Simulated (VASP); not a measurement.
Set up this calculation in VASP 6.6.1, as the native input.

```yaml
Task: single point
Functional: LDA
Potentials_or_basis: VASP PAW LDA potentials, release 64 (Ir_sv_GW)
Cutoff: 560 eV
k_mesh: 14 × 14 × 14
Occupations: methfessel-paxton, width 0.01 eV
Spin: no spin polarisation
Dipole_correction: no
Further_INCAR_settings: ALGO = Normal; EDIFF = 1e-06; NBANDS = 14
```

The structure of Ir lies in POSCAR:

```
Ir
1.0
    0.0000000000      1.9060927672      1.9060927672
    1.9060927672      0.0000000000      1.9060927672
    1.9060927672      1.9060927672      0.0000000000
Ir
1
Direct
    0.0000000000      0.0000000000      0.0000000000
```

The input as run:

INCAR

```
SYSTEM = Ir
ALGO = Normal ; EDIFF = 1E-6
ENCUT = 560 ; GGA = CA
GGA_COMPAT = .FALSE. ; ISIF = 2
ISMEAR = 1 ; LASPH = .TRUE.
LCHARG = .FALSE. ; LREAL = .FALSE.
LWAVE = .FALSE. ; NBANDS = 14
NELM = 120 ; PREC = Accurate
SIGMA = 0.01
```

KPOINTS

```
k-points
0
G
  14 14 14
  0 0 0
```

Potentials or basis: VASP PAW LDA potentials, release 64 (Ir_sv_GW).

Command:

```bash
$ cat potpaw_LDA.64/Ir_sv_GW/POTCAR > POTCAR
$ mpirun -np 1 vasp_std > vasp.out
```

Results of the run:

| Item | Value |
| --- | --- |
| Pressure | -0.5 GPa |
| Band gap on the k mesh | zero (an odd number of electrons rules out a gap without spin polarisation) |

Caveat: spin-orbit coupling is left out, which moves the levels of the heavy elements.

Wall time 26 s on 1 thread of Intel(R) Xeon(R) Platinum 8259CL CPU @ 2.50GHz (Skylake/Cascade Lake), with other jobs on the host, peak memory 0.15 GiB.
